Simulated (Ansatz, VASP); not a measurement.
# One calculation of NbC, two programs

The input INCAR:

```
PREC = Accurate ; ENCUT = 600
EDIFF = 1E-6 ; ISMEAR = 0
SIGMA = 0.05 ; LREAL = False
LASPH = True ; NELM = 120
ALGO = Normal ; ISIF = 2
LWAVE = False ; LCHARG = False
GGA = PE ; IVDW = 13
NBANDS = 16 ; GGA_COMPAT = False
```

KPOINTS

```
regular mesh
0
Gamma
  10 10 10
```

The input POSCAR:

```
NbC
1.0
    0.0000000000      2.2000000000      2.2000000000
    2.2000000000      0.0000000000      2.2000000000
    2.2000000000      2.2000000000      0.0000000000
Nb C
1 1
Direct
    0.0000000000      0.0000000000      0.0000000000
    0.5000000000      0.5000000000      0.5000000000
```

Input for Ansatz:

```yaml
crystal:
  lattice:
    - [0.0, 2.2, 2.2]
    - [2.2, 0.0, 2.2]
    - [2.2, 2.2, 0.0]
  atoms:
    - { symbol: Nb, position: [0.0, 0.0, 0.0] }
    - { symbol: C, position: [0.5, 0.5, 0.5] }
basis:
  ecutwfc: 420
  ecutrho_ratio: 4
kpoints:
  mp_grid: { grid: [10, 10, 10] }
hamiltonian:
  xc: pbe
  dispersion: d4
scf:
  occupations: { method: gaussian, width: 0.05 }
output:
  forces: true
  stress: true
  eigenvalues: true
```

Alike in both runs: task single point; functional PBE; dispersion D4; k mesh 10 × 10 × 10; occupations gaussian, width 0.05 eV; no spin polarisation.

|  | VASP | Ansatz |
| --- | --- | --- |
| version | VASP 6.6.1 | Ansatz 0.2.0 |
| potentials or method | VASP PAW PBE potentials, release 64 (Nb_sv, C), cutoff 600 eV | scalar-relativistic, plane waves, PAW |
| valence electrons in the cell | 17 | 17 |

Ansatz gave:

| Quantity | Value |
| --- | --- |
| gap on the k mesh at the Fermi level (eV) | none |
| pressure (GPa) | 13.7 |

**Question.** What did VASP give for the same quantities?

**Answer.** gap on the k mesh at the Fermi level (eV): none; pressure (GPa): 13.0.

A gap of «none» marks a metal or a gap that the smearing closes.
